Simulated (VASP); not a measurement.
Wanted: the native input for a VASP 6.6.1 run.

```
Task                   : single point
Functional             : PBEsol
Potentials or basis    : VASP PAW PBE potentials, release 64 (Cu, O)
Cutoff                 : 520 eV
k mesh                 : 7 × 7 × 4
Occupations            : gaussian, width 0.1 eV
Spin                   : collinear spin
Starting moments       : [0.0, 0.0, 0.38, 0.38, 0.0, 0.0] μB
Dipole correction      : no
Further INCAR settings : ALGO = Normal; EDIFF = 1e-06; NBANDS = 36
```

The structure of CuO2 lies in POSCAR:

```
CuO2
1.0
    1.4126150000     -5.2107470000      0.0000000000
    1.4126150000      5.2107470000      0.0000000000
    0.0000000000      0.0000000000      4.3434240000
Cu O
2 4
Direct
    0.8327470000      0.1672530000      0.2500000000
    0.1672530000      0.8327470000      0.7500000000
    0.4485140000      0.5514860000      0.2500000000
    0.5514860000      0.4485140000      0.7500000000
    0.2110300000      0.7889700000      0.2500000000
    0.7889700000      0.2110300000      0.7500000000
```

The input as run:

INCAR

```
  PREC = Accurate
  ENCUT = 520
  EDIFF = 1E-6
  ISMEAR = 0
  SIGMA = 0.1
  LREAL = False
  LASPH = True
  NELM = 150
  ALGO = Normal
  ISIF = 2
  LWAVE = False
  LCHARG = True
  ISPIN = 2
  MAGMOM = 0 0 0.38 0.38 0 0
  LORBIT = 11
  LMAXMIX = 4
  GGA = PS
  LELF = True
  LVHAR = True
  NBANDS = 36
```

KPOINTS

```
regular mesh
0
Gamma
  7 7 4
```

Potentials or basis: VASP PAW PBE potentials, release 64 (Cu, O).

Launch:

```bash
$ cat potpaw_PBE.64/Cu/POTCAR potpaw_PBE.64/O/POTCAR > POTCAR
$ mpirun -np 1 vasp_std > vasp.out
```

It gave:

| Property | Result |
| --- | --- |
| Pressure | -7.9 GPa |
| Largest force | 0.403 eV/Å |
| Band gap on the k mesh | zero (filled and empty bands overlap) |
| Net moment | 0.00 μB per cell |
| Valence electrons inside the program's atomic spheres | Cu 9.95; O 4.79, 4.86 (each value once) |

Caveat: the k points lie up to 0.36 Å⁻¹ apart; the PAW data sets were made with another functional, which shifts forces and pressure a little; semilocal functionals often make such compounds metallic where correlation or magnetic order opens a gap, which also shifts bond lengths.

It took 12 min on 1 thread of Intel Xeon 8259CL, with other jobs on the host, peak memory 0.35 GiB.
